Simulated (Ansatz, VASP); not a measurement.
**ZnAu in VASP and in Ansatz**

INCAR

```
SYSTEM = ZnAu
  PREC = Accurate
  ENCUT = 520
  EDIFF = 1E-6
  ISMEAR = -1
  SIGMA = 0.05
  LREAL = .FALSE.
  LASPH = .TRUE.
  NELM = 100
  ALGO = Normal
  ISIF = 2
  LWAVE = .FALSE.
  LCHARG = .TRUE.
  GGA = PS
  LELF = .TRUE.
  LVHAR = .TRUE.
  NBANDS = 18
```

The input KPOINTS:

```
Automatic mesh
0
G
  13 13 13
  0 0 0
```

File POSCAR:

```
ZnAu
1.0
    3.1155300000      0.0000000000      0.0000000000
    0.0000000000      3.1155300000      0.0000000000
    0.0000000000      0.0000000000      3.1470000000
Zn Au
1 1
Direct
    0.5000000000      0.5000000000      0.5000000000
    0.0000000000      0.0000000000      0.0000000000
```

Input for Ansatz:

```yaml
crystal:
  lattice:
    - [3.11553, 0.0, 0.0]
    - [0.0, 3.11553, 0.0]
    - [0.0, 0.0, 3.147]
  atoms:
    - { symbol: Zn, position: [0.5, 0.5, 0.5] }
    - { symbol: Au, position: [0.0, 0.0, 0.0] }
kpoints:
  mp_grid: { grid: [13, 13, 13] }
  band_path:
    path:
      - [0.0, 0.0, 0.0]
      - [0.0, 0.5, 0.0]
      - [0.5, 0.5, 0.0]
      - [0.0, 0.0, 0.0]
      - [0.0, 0.0, 0.5]
      - [0.0, 0.5, 0.5]
      - [0.5, 0.5, 0.5]
      - [0.0, 0.0, 0.5]
      - [0.0, 0.5, 0.0]
    npoints: 5
scf:
  occupations: { method: fermi_dirac, width: 0.05 }
hamiltonian:
  xc: pbesol
  pseudopotentials: { kind: all_electron, lapw: { basis_error: 0.0005 } }
output:
  forces: true
  stress: true
  eigenvalues: true
```

Change from the starting cell: equal xx and yy strain of -1 %.

Alike in both runs: task single point; functional PBEsol; k mesh 13 × 13 × 13; occupations fermi-dirac, width 0.05 eV; no spin polarisation.

```csv
,VASP,Ansatz
version,VASP 6.6.1,Ansatz 0.2.0
potentials or method,"VASP PAW PBE potentials, release 64 (Zn, Au), cutoff 520 eV","all-electron LAPW, scalar-relativistic"
```

```csv
,VASP,Ansatz,Ansatz less VASP
pressure (GPa),0.5,0.4,-0.13
"traceless stress, the component that is largest in VASP (GPa)",0.34,0.33,-0.010
```

VASP's potentials were made for PBE, not for PBEsol. Ansatz ran all-electron here, and VASP with PAW potentials.

Neither program's run includes spin-orbit coupling.
